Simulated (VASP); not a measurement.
Set up this calculation in VASP 6.6.1, as the native input.

* Task: single point
* Functional: r2SCAN
* Potentials or basis: VASP PAW PBE potentials, release 64 (Ti_sv)
* Cutoff: 520 eV
* k mesh: 26 × 26 × 26
* Occupations: gaussian, width 0.15 eV
* Spin: no spin polarisation
* Dipole correction: no
* Further INCAR settings: ALGO = Normal; EDIFF = 1e-06; NBANDS = 12

Crystal: Ti.

```
Ti
1.0
    -1.62589    1.66654    1.62589
     1.62589   -1.66654    1.62589
     1.62589    1.66654   -1.62589
Ti
1
Direct
  0.00000 0.00000 0.00000
```

This cell differs from its parent crystal: strain +0.0250 x Voigt [0, 1, 0, 0, 0, 0].

These files were run (other wordings do the same):

POSCAR

```
Ti
1.0
   -1.6258948694      1.6665422411      1.6258948694
    1.6258948694     -1.6665422411      1.6258948694
    1.6258948694      1.6665422411     -1.6258948694
Ti
1
Direct
    0.0000000000      0.0000000000      0.0000000000
```

INCAR.step1

```
PREC = Accurate ; ENCUT = 520
ISMEAR = 0 ; SIGMA = 0.15
LREAL = F ; LASPH = T
NELM = 60 ; NBANDS = 12
GGA = PE ; ALGO = Normal
EDIFF = 1E-4 ; LWAVE = T
LCHARG = F
```

INCAR.step2

```
PREC = Accurate ; ENCUT = 520
EDIFF = 1E-6 ; ISMEAR = 0
SIGMA = 0.15 ; LREAL = F
LASPH = T ; NELM = 60
ALGO = Normal ; ISIF = 2
LWAVE = F ; LCHARG = F
METAGGA = R2SCAN ; LMIXTAU = T
NBANDS = 12 ; ISTART = 1
```

KPOINTS

```
regular mesh
0
Gamma
  26 26 26
```

Potentials or basis: VASP PAW PBE potentials, release 64 (Ti_sv).

Launch:

```console
$ cat potpaw_PBE.64/Ti_sv/POTCAR > POTCAR
$ cp INCAR.step1 INCAR
$ mpirun -np 1 vasp_std > vasp.out
$ cp INCAR.step2 INCAR
$ mpirun -np 1 vasp_std > vasp.out
```

Results of the run:

| Quantity | Value |
| --- | --- |
| Pressure | -2.2 GPa |
| Band gap on the k mesh | zero (bands 6 and 7 overlap by 1.76 eV) |

Caveat: the cell differs from its parent crystal (strain +0.0250 x Voigt [0, 1, 0, 0, 0, 0]); the PAW data sets were made with another functional, which shifts forces and pressure a little.

It took 39 min on 1 thread of Oxide Virtual Turin-like Processor, on a shared host, peak memory 0.33 GiB.
